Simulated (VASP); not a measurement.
**TaSi2: single point with PBE**

The system is TaSi2.

```
Ta Si
1.0
     4.58305    0.00000    0.00000
    -2.29153    3.96904    0.00000
     0.00000    0.00000    5.05687
Ta Si
2 4
Cartesian
  0.0000 2.6460 3.7927
  2.2915 1.3230 1.2642
  0.0000 2.6460 1.2642
  2.2915 1.3230 3.7927
  0.0000 0.0000 0.0000
  0.0000 0.0000 2.5284
```

The cell was built from a structure type or drawn by symmetry, and may not be a known phase.

```json
{
  "Program": "VASP 6.6.1",
  "Task": "single point",
  "Functional": "PBE",
  "Potentials or basis": "VASP PAW PBE potentials, release 64 (Ta_pv, Si)",
  "Cutoff": "500 eV",
  "k mesh": "5 × 5 × 3",
  "Occupations": "gaussian, width 0.2 eV",
  "Spin": "no spin polarisation",
  "Dipole correction": "no",
  "Further INCAR settings": "ALGO = Normal; EDIFF = 1e-06; NBANDS = 28"
}
```

```yaml
Pressure: -0.1 GPa
Band_gap_on_the_k_mesh: zero (bands 19 and 20 overlap by 0.75 eV)
```

Levels at points of the mesh, in eV from the Fermi level:
```csv
k point,band 16,band 17,band 18,band 19,band 20,band 21,band 22,band 23
"(0.00, 0.00, 0.00)",-1.96,-1.96,-1.11,-1.11,0.89,1.45,1.48,1.79
```

Wall time 18 s on 1 thread of AMD EPYC 9R45 96-Core Processor (Zen 5), on a shared host, peak memory 0.18 GiB.

Caveat: the k points lie up to 0.41 Å⁻¹ apart, too coarse for converged energies and pressures of a metal; spin-orbit coupling is left out, which moves the levels of the heavy elements.
